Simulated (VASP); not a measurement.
A run of VASP 6.6.1 is set up as follows.

Contents of INCAR:

```
SYSTEM = NaLa
ALGO = Normal ; EDIFF = 1E-6
ENCUT = 500 ; GGA = PE
GGA_COMPAT = .FALSE. ; ISIF = 2
ISMEAR = 0 ; LASPH = .TRUE.
LCHARG = .FALSE. ; LMAXMIX = 6
LREAL = .FALSE. ; LWAVE = .FALSE.
NBANDS = 16 ; NELM = 200
PREC = Accurate ; SIGMA = 0.15
```

The input KPOINTS:

```
k-points
0
G
  8 8 4
  0 0 0
```

POSCAR

```
NaLa
1.0
    3.6062507700      0.0000000000      0.0000000000
   -1.8031253800      3.1231047800      0.0000000000
    0.0000000000      0.0000000000      6.4837820000
Na La
1 1
Direct
    0.0000000000      0.0000000000      0.0000000000
    0.3333333333      0.6666666667      0.5000000000
```

Potentials or basis: VASP PAW PBE potentials, release 64 (Na_pv, La).

The run is started by

```console
$ cat potpaw_PBE.64/Na_pv/POTCAR potpaw_PBE.64/La/POTCAR > POTCAR
$ mpirun -np 1 vasp_std > vasp.out
```

Estimate the band gap on the k mesh.

zero (band 9 reaches 4.45 eV, above the bottom of band 10 at 3.71 eV).

What does it give for the pressure?

-0.3 GPa.

Stress tensor (GPa, compression positive):
```
-0.59  0.00  0.00
 0.00 -0.59  0.00
 0.00  0.00  0.23
```

Caveat: spin-orbit coupling is left out, which moves the levels of the heavy elements.
